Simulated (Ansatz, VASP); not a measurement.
**One calculation of TaN, two programs**

INCAR

```
SYSTEM = TaN
ALGO = Normal
EDIFF = 1E-8
ENCUT = 520
GGA = PE
ISIF = 2
ISMEAR = -1
LASPH = .TRUE.
LCHARG = .FALSE.
LEFG = .TRUE.
LREAL = .FALSE.
LWAVE = .FALSE.
NBANDS = 24
NELM = 60
PREC = Accurate
SIGMA = 0.01
```

Contents of KPOINTS:

```
k-points
0
G
  9 9 5
  0 0 0
```

File POSCAR:

```
TaN
1.0
    3.0784819984      0.0000000000      0.0000000000
   -1.5392409992      2.6660436156      0.0000000000
    0.0000000000      0.0000000000      4.9180000000
Ta N
2 2
Direct
    0.0000000000      0.0000000000      0.0000000000
    0.0000000000      0.0000000000      0.5000000000
    0.3333333333      0.6666666667      0.2500000000
    0.6666666667      0.3333333333      0.7500000000
```

Input for Ansatz:

```yaml
crystal:
  lattice:
    - [3.0784819984, 0.0, 0.0]
    - [-1.5392409992, 2.6660436156, 0.0]
    - [0.0, 0.0, 4.918]
  atoms:
    - { symbol: Ta, position: [0.0, 0.0, 0.0] }
    - { symbol: Ta, position: [0.0, 0.0, 0.5] }
    - { symbol: "N", position: [0.3333333333, 0.6666666667, 0.25] }
    - { symbol: "N", position: [0.6666666667, 0.3333333333, 0.75] }
kpoints:
  mp_grid: { grid: [9, 9, 5] }
scf:
  occupations: { method: fermi_dirac, width: 0.01 }
hamiltonian:
  xc: pbe
  pseudopotentials: { kind: all_electron, datasets: crystal }
output:
  forces: true
  stress: true
  eigenvalues: true
  efg: { contact_densities: true }
```

Change from the starting cell: equal xx and yy strain of +1 %, crystal datasets.

Alike in both runs: task electric field gradients; functional PBE; k mesh 9 × 9 × 5; occupations fermi-dirac, width 0.01 eV; no spin polarisation.

|  | VASP | Ansatz |
| --- | --- | --- |
| version | VASP 6.6.1 | Ansatz 0.2.0 |
| potentials or method | VASP PAW PBE potentials, release 64 (Ta_pv, N), cutoff 520 eV | all-electron PAW with datasets made for the crystal, scalar-relativistic |

|  | VASP | Ansatz | Ansatz less VASP |
| --- | --- | --- | --- |
| pressure (GPa) | 51.8 | 50.1 | -1.69 |
| traceless stress, the component that is largest in VASP (GPa) | 54.70 | 54.06 | -0.634 |
| size of Vzz on the site where it differs most (V/Å²) | 172.2 | 198.5 | +26.31 |

Both programs put the cell under a high pressure, so it lies far from rest at this level. Ansatz ran all-electron here, and VASP with PAW potentials.

Neither program's run includes spin-orbit coupling.
